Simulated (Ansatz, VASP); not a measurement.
**Two plane-wave programs on InP**

Contents of INCAR:

```
ALGO = Normal
EDIFF = 1E-7
ENCUT = 520
GGA = CA
ISIF = 2
ISMEAR = 0
LASPH = T
LCHARG = F
LREAL = F
LWAVE = F
NBANDS = 16
NELM = 60
PREC = Accurate
SIGMA = 0.05
```

File KPOINTS:

```
k-points
0
Gamma
  12 12 12
```

POSCAR

```
InP
1.0
    0.0000000000      3.3182711538      2.7661480109
    2.7661480109      0.0000000000      2.7661480109
    2.7661480109      3.3182711538      0.0000000000
In P
1 1
Direct
    0.0000000000      0.0000000000      0.0000000000
    0.7500000000      0.7500000000      0.7500000000
```

Input for Ansatz:

```yaml
crystal:
  lattice:
    - [0.0, 3.3182711538, 2.7661480109]
    - [2.7661480109, 0.0, 2.7661480109]
    - [2.7661480109, 3.3182711538, 0.0]
  atoms:
    - { symbol: In, position: [0.0, 0.0, 0.0] }
    - { symbol: P, position: [0.75, 0.75, 0.75] }
basis:
  ecutwfc: 420
kpoints:
  mp_grid: { grid: [12, 12, 12] }
hamiltonian:
  xc: lda
  pseudopotentials: { kind: paw, azcp: { folder: soft_1 } }
scf:
  occupations: { method: gaussian, width: 0.05 }
output:
  forces: true
  stress: true
  eigenvalues: true
```

Alike in both runs: task single point; functional LDA; k mesh 12 × 12 × 12; occupations gaussian, width 0.05 eV; no spin polarisation.

```csv
,VASP,Ansatz
version,VASP 6.6.1,Ansatz 0.2.0
potentials or method,"VASP PAW LDA potentials, release 64 (In_d, P), cutoff 520 eV","scalar-relativistic, plane waves, PAW"
valence electrons in the cell,18,18
```

```csv
,VASP,Ansatz,Ansatz less VASP
gap on the k mesh at the Fermi level (eV),none,none,-
pressure (GPa),-2.3,-2.3,-0.01
"traceless stress, the component that is largest in VASP (GPa)",-7.26,-7.26,0.000
```

Ansatz warns that its potentials were made for another functional, while VASP's fit it. LDA's correlation is that of Perdew and Zunger in VASP and of Perdew and Wang (1992) in Ansatz. A gap of «none» marks a metal or a gap that the smearing closes.
